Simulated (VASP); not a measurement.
# C: single point with PBEsol+D3(BJ)

Crystal: C.

```xyz
2
Lattice="2.4987 0.0000 0.0000 -1.2494 2.1639 0.0000 0.0000 0.0000 3.5884" Properties=species:S:1:pos:R:3 pbc="T T T"
C     0.0000    1.5036    0.0000
C     1.2494    0.6603    0.0000
```

```yaml
Program: VASP 6.6.1
Task: single point
Functional: PBEsol
Dispersion: D3(BJ)
Potentials_or_basis: VASP PAW PBE potentials, release 64 (C)
Cutoff: 520 eV
k_mesh: 21 × 21 × 12
Occupations: gaussian, width 0.15 eV
Spin: no spin polarisation
Dipole_correction: no
Further_INCAR_settings: ALGO = Normal; EDIFF = 1e-06; NBANDS = 11
```

The pressure is -5.5 GPa and the largest force is 6.794 eV/Å. The band gap on the k mesh is zero (band 4 reaches 4.13 eV, above the bottom of band 5 at 3.27 eV) and the dispersion energy per atom is -0.102 eV.

Forces on the atoms (eV/Å):
```
C    0.000 -6.794  0.000
C    0.000  6.794  0.000
```

Stress tensor (GPa, compression positive):
```
-19.23   0.00   0.00
  0.00   3.22   0.00
  0.00   0.00  -0.59
```

Levels at points of the mesh, in eV from the Fermi level:
| k point | band 2 | band 3 | band 4 | band 5 | band 6 | band 7 |
| --- | --- | --- | --- | --- | --- | --- |
| (0.00, 0.00, 0.00) | -6.45 | -4.42 | -0.97 | 3.98 | 5.98 | 10.02 |
| (0.00, 0.00, 0.50) | -7.89 | -4.40 | -0.95 | 6.03 | 9.18 | 10.13 |

Wall time 100 s on 1 thread of Intel Xeon 6975P-C (shared host), peak memory 0.26 GiB.

Caveat: the PAW data sets were made with another functional, which shifts forces and pressure a little.
